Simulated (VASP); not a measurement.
# Ta4GeIr (P6/mmm) in VASP: notebook, part 2 of 2

VASP 6.6.1. The steps go on from the part before.

## (4) Relaxation of cell and atoms, PBE

Contents of INCAR:

```
SYSTEM = Ta4GeIr
PREC = Accurate ; ENCUT = 600
EDIFF = 1E-6 ; ISMEAR = 0
SIGMA = 0.1 ; LREAL = .False.
LASPH = .True. ; NELM = 60
ALGO = Normal ; ISIF = 3
LWAVE = .False. ; LCHARG = .False.
GGA = PE ; IBRION = 2
NSW = 90 ; EDIFFG = -0.04
```

Contents of KPOINTS:

```
regular mesh
0
Gamma
  6 6 4
  0 0 0
```

Contents of POSCAR:

```
Ta4GeIr
1.0
    3.6484121500      0.0000000000      0.0000000000
   -1.8242060800      3.1596176100      0.0000000000
    0.0000000000      0.0000000000      7.4165435400
Ta Ge Ir
4 1 1
Direct
    0.3333333300      0.6666666700      0.7595900300
    0.3333333300      0.6666666700      0.2404099700
    0.6666666700      0.3333333300      0.7595900300
    0.6666666700      0.3333333300      0.2404099700
    0.0000000000      0.0000000000      0.5000000000
    0.0000000000      0.0000000000      0.0000000000
```

Run with:

```bash
> cat potpaw_PBE.64/Ta_pv/POTCAR potpaw_PBE.64/Ge_d/POTCAR potpaw_PBE.64/Ir/POTCAR > POTCAR
> mpirun -np 1 vasp_std > vasp.out
```

Run time: 14 min. Hardware: 1 thread of Intel Xeon 6975P-C (Granite Rapids), shared host; peak memory 0.29 GiB.

The run converged. Its results:

- Free energy: -58.9963 eV
- Relaxed volume: 17.37 Å³/atom
- Relaxed cell: a = 4.715 Å, b = 4.715 Å, c = 5.412 Å, α = 90.00°, β = 90.00°, γ = 120.00°
- Space group after relaxing (to 0.05 Å): P6/mmm (No. 191)
- Energy gained by relaxing: 3055.0 meV/atom
- Ionic steps: 20
- Pressure after relaxing: -0.1 GPa
- Largest force after relaxing: 0.004 eV/Å

Forces on the atoms (eV/Å):
```
Ta   0.000  0.000  0.004
Ta   0.000  0.000 -0.004
Ta   0.000  0.000  0.004
Ta   0.000  0.000 -0.004
Ge   0.000  0.000  0.000
Ir   0.000  0.000  0.000
```

Step by step:
```csv
step,energy change (eV),largest force (eV/Å),pressure (GPa),volume (Å³)
1,0.0000,0.3239,112.39,85.49
2,6.6963,0.5404,-23.81,258.76
3,-12.4892,0.5587,-19.12,139.12
4,-13.1500,0.5308,-13.99,130.76
5,-13.3521,0.4677,-6.74,122.79
6,-13.3554,0.4766,-7.87,123.85
7,-15.6664,0.2411,-2.59,111.73
8,48.9188,55.7646,432.84,67.71
9,-15.9148,0.0734,-2.53,110.59
10,-16.5276,2.4278,37.43,90.54
11,-17.2824,0.3673,4.94,103.38
12,-17.8262,0.8574,16.43,97.09
13,-17.6754,1.0562,6.32,101.86
14,-18.1125,0.9750,10.81,99.22
15,-18.3158,0.0173,-2.49,105.60
16,-18.3277,0.1702,-0.21,104.32
17,-18.3276,0.1838,0.01,104.21
18,-18.3295,0.0947,0.12,104.12
19,-18.3300,0.0167,0.23,104.03
20,-18.3301,0.0045,-0.06,104.20
```

Final structure:
```
Ta Ge Ir
1.0
     4.71500    0.00000    0.00000
    -2.35750    4.08331    0.00000
     0.00000    0.00000    5.41225
Ta Ge Ir
4 1 1
Direct
  0.33333 0.66667 0.75224
  0.33333 0.66667 0.24776
  0.66667 0.33333 0.75224
  0.66667 0.33333 0.24776
  0.00000 0.00000 0.50000
  0.00000 0.00000 0.00000
```

Levels at points of the mesh, in eV from the Fermi level:
```
           k point  band 30  band 31  band 32  band 33  band 34  band 35  band 36  band 37  band 38  band 39
(0.00, 0.00, 0.00)    -1.51    -0.63    -0.63    -0.55     0.17     0.17     1.13     1.13     1.34     2.42
(0.50, 0.00, 0.00)    -2.00    -1.20    -0.81    -0.70    -0.46     0.10     0.61     1.34     1.87     2.70
(0.00, 0.00, 0.50)    -1.19    -1.19    -0.50     0.02     0.38     0.38     1.07     1.07     1.30     1.38
(0.50, 0.00, 0.50)    -1.45    -0.52    -0.43    -0.11    -0.02     0.63     1.04     1.30     2.05     2.14
```

Caveat: the volume moved by over 15 % at a fixed basis, so the end points are rough; spin-orbit coupling is left out, which moves the levels of the heavy elements.

## (5) Single point, PBE

This run uses another cell than the first one, of 17.36 Å³/atom, 1.218 times its volume.

Contents of INCAR:

```
SYSTEM = Ta4GeIr
PREC = Accurate
ENCUT = 520
EDIFF = 1E-6
ISMEAR = 0
SIGMA = 0.1
LREAL = .FALSE.
LASPH = .TRUE.
NELM = 60
ALGO = Fast
ISIF = 2
LWAVE = .FALSE.
LCHARG = .FALSE.
GGA = PE
NBANDS = 42
```

Contents of KPOINTS:

```
Automatic mesh
0
G
  12 12 8
  0 0 0
```

Contents of POSCAR:

```
Ta4GeIr
1.0
    4.7186182645      0.0000000000      0.0000000000
   -2.3593091322      4.0864432878      0.0000000000
    0.0000000000      0.0000000000      5.4014297176
Ta Ge Ir
4 1 1
Direct
    0.3333333333      0.6666666667      0.7519548953
    0.3333333333      0.6666666667      0.2480451047
    0.6666666667      0.3333333333      0.7519548953
    0.6666666667      0.3333333333      0.2480451047
    0.0000000000      0.0000000000      0.5000000000
    0.0000000000      0.0000000000      0.0000000000
```

Run with:

```bash
> cat potpaw_PBE.64/Ta_pv/POTCAR potpaw_PBE.64/Ge_d/POTCAR potpaw_PBE.64/Ir/POTCAR > POTCAR
> mpirun -np 1 vasp_std > vasp.out
```

Wall time 5 min (1 thread of Intel Xeon 6975P-C (Granite Rapids), shared host); peak memory 0.5 GiB.

It converged, with:

```yaml
Free_energy: -59.0113 eV
Pressure: 0.2 GPa
```

Levels at points of the mesh, in eV from the Fermi level:
| k point | band 29 | band 30 | band 31 | band 32 | band 33 | band 34 | band 35 | band 36 | band 37 | band 38 |
| --- | --- | --- | --- | --- | --- | --- | --- | --- | --- | --- |
| (0.00, 0.00, 0.00) | -1.51 | -1.51 | -0.63 | -0.63 | -0.57 | 0.16 | 0.16 | 1.15 | 1.15 | 1.35 |
| (0.50, 0.00, 0.00) | -2.32 | -1.98 | -1.23 | -0.79 | -0.70 | -0.48 | 0.11 | 0.61 | 1.34 | 1.89 |
| (0.00, 0.00, 0.50) | -1.28 | -1.19 | -1.19 | -0.48 | 0.03 | 0.38 | 0.38 | 1.08 | 1.08 | 1.33 |
| (0.50, 0.00, 0.50) | -2.16 | -1.43 | -0.52 | -0.40 | -0.10 | 0.00 | 0.64 | 1.05 | 1.32 | 2.05 |

Caveat: spin-orbit coupling is left out, which moves the levels of the heavy elements.

## (6) Summary

| task | cell | k mesh | cutoff (eV) | gap on the mesh (eV) | pressure (GPa) |
| --- | --- | --- | --- | --- | --- |
| single point | a = 3.648, b = 3.648, c = 7.417 Å, angles 90.0, 90.0, 120.0°, 6 atoms | 6 × 6 × 4 | 520 | none | 112.3 |
| single point | a = 4.717, b = 4.717, c = 5.410 Å, angles 90.0, 90.0, 120.0°, 6 atoms | 6 × 6 × 4 | 520 | none | -0.1 |
| relaxation of cell and atoms | relaxed from a = 3.648, b = 3.648, c = 7.417 Å, angles 90.0, 90.0, 120.0°, 6 atoms | 6 × 6 × 4 | 600 | none | -0.1 |
| single point | a = 4.719, b = 4.719, c = 5.401 Å, angles 90.0, 90.0, 120.0°, 6 atoms | 12 × 12 × 8 | 520 | none | 0.2 |

Alike in all rows: level PBE; potentials or basis VASP PAW PBE potentials, release 64 (Ta_pv, Ge_d, Ir); no spin polarisation; smearing gaussian 0.1 eV.

Caveats: spin-orbit coupling is left out, which moves the levels of the heavy elements; the volume moved by over 15 % at a fixed basis, so the end points are rough (some runs).

Absolute energies hang on the potentials; compare differences alone.
